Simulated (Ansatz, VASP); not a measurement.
# NaLa in VASP and in Ansatz

```
La Na
1.0
     3.60625    0.00000    0.00000
    -1.80313    3.12310    0.00000
     0.00000    0.00000    6.48378
La Na
1 1
Direct
  0.33333 0.66667 0.50000
  0.00000 0.00000 0.00000
```

Alike in both runs: functional BLYP; k mesh 5 × 5 × 3; occupations fermi-dirac, width 0.05 eV; no spin polarisation.

```csv
,VASP,Ansatz
version,VASP 6.6.1,Ansatz 0.2.0
potentials or method,"VASP PAW PBE potentials, release 64 (La, Na_pv)",Ansatz PAW
plane-wave cutoff (eV),520,420
valence electrons in the cell,18,20
task,single point,band structure
```

```tsv
	VASP	Ansatz	Ansatz less VASP
gap on the k mesh at the Fermi level (eV)	none	none	-
pressure (GPa)	1.0	1.0	+0.01
traceless stress, the component that is largest in VASP (GPa)	-0.63	-0.64	-0.010
```

VASP's potentials were made for PBE, not for BLYP. A gap of «none» marks a metal or a gap that the smearing closes. VASP's potentials hold 18 valence electrons a cell and Ansatz's 20, so a difference there can come from the potentials and not from the codes.

The k mesh is coarse, so the values compare programs but aren't converged. Neither program's run includes spin-orbit coupling.
